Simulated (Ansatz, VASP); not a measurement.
# Ti2B in VASP and in Ansatz

INCAR

```
PREC = Accurate
ENCUT = 600
EDIFF = 1E-6
ISMEAR = 0
SIGMA = 0.1
LREAL = False
LASPH = True
NELM = 80
ALGO = Normal
ISIF = 3
LWAVE = False
LCHARG = False
GGA = PE
IBRION = 2
NSW = 90
EDIFFG = -0.04
```

Contents of KPOINTS:

```
Automatic mesh
0
Gamma
  6 6 4
```

Contents of POSCAR:

```
Ti2B
1.0
    4.2472868500      0.0000000000      0.0000000000
   -2.1236434300      3.6782583100      0.0000000000
    0.0000000000      0.0000000000      4.9711999800
Ti B
4 2
Direct
    0.5000000000      0.0000000000      0.3430605300
    0.0000000000      0.5000000000      0.3430605300
    0.5000000000      0.5000000000      0.3430605300
    0.0000000000      0.0000000000      0.5508516400
    0.3333333300      0.6666666700      0.7198618700
    0.6666666700      0.3333333300      0.7198618700
```

Input for Ansatz:

```yaml
crystal:
  lattice:
    - [4.24728685, 0.0, 0.0]
    - [-2.12364343, 3.67825831, 0.0]
    - [0.0, 0.0, 4.97119998]
  atoms:
    - { symbol: Ti, position: [0.5, 0.0, 0.34306053] }
    - { symbol: Ti, position: [0.0, 0.5, 0.34306053] }
    - { symbol: Ti, position: [0.5, 0.5, 0.34306053] }
    - { symbol: Ti, position: [0.0, 0.0, 0.55085164] }
    - { symbol: B, position: [0.33333333, 0.66666667, 0.71986187] }
    - { symbol: B, position: [0.66666667, 0.33333333, 0.71986187] }
basis:
  ecutwfc: 420
kpoints:
  mp_grid: { grid: [6, 6, 4] }
hamiltonian:
  xc: pbe
scf:
  occupations: { method: gaussian, width: 0.1 }
  lower_state_search: "off"
output:
  forces: true
  stress: true
  eigenvalues: true
relax:
  adjacent_minimum: "off"
  f_tol: 0.04
  max_steps: 70
  cell: { stress_tol: 0.4 }
```

Alike in both runs: task relaxation of cell and atoms; functional PBE; k mesh 6 × 6 × 4; occupations gaussian, width 0.1 eV; no spin polarisation.

|  | VASP | Ansatz |
| --- | --- | --- |
| version | VASP 6.6.1 | Ansatz 0.2.0 |
| potentials or method | VASP PAW PBE potentials, release 64 (Ti_sv, B), cutoff 600 eV | scalar-relativistic, plane waves, PAW |
| valence electrons in the cell | 54 | 54 |

|  | VASP | Ansatz | Ansatz less VASP |
| --- | --- | --- | --- |
| gap on the k mesh at the Fermi level, each at its own relaxed structure (eV) | none | none | - |
| relaxed volume (Å³/atom) | 14.10 | 14.14 | +0.038 |
| relaxed cell length with the largest relative difference (Å) | 5.553 | 5.567 | +0.0144 |

A gap of «none» marks a metal or a gap that the smearing closes.
